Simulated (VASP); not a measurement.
Ni, 1 atom in the cell. The structure is cubic, space group Pm-3m (No. 221). Conventional cell: a = 2.167 Å, b = 2.167 Å, c = 2.167 Å, α = 90.00°, β = 90.00°, γ = 90.00°. Ni (site symmetry m-3m) has 6 Ni at 2.17 Å within 2.9 Å.  This cell differs from its parent crystal: volume scaled by 0.88.

```yaml
Program: VASP 6.6.1
Task: single point
Functional: LDA
Potentials_or_basis: VASP PAW LDA potentials, release 64 (Ni)
Cutoff: 520 eV
k_mesh: 19 × 19 × 19
Occupations: fermi-dirac, width 0.1 eV
Spin: collinear spin, ferromagnetic start
Starting_moments: "[1.0] μB"
Dipole_correction: no
Further_INCAR_settings: ALGO = Normal; EDIFF = 1e-06; NBANDS = 15
```

Potentials or basis: VASP PAW LDA potentials, release 64 (Ni).

Launch:

```console
$ cat potpaw_LDA.64/Ni/POTCAR > POTCAR
$ mpirun -np 1 vasp_std > vasp.out
```

Hardware: 1 thread of Intel(R) Xeon(R) Platinum 8375C CPU @ 2.90GHz (Ice Lake), on a shared host.

Question: How long does it take, and how much memory?

Answer: It took 27 s on 1 thread of Intel(R) Xeon(R) Platinum 8375C CPU @ 2.90GHz (Ice Lake), on a shared host, peak memory 0.15 GiB. Counts: scf iterations 18, k points 220.
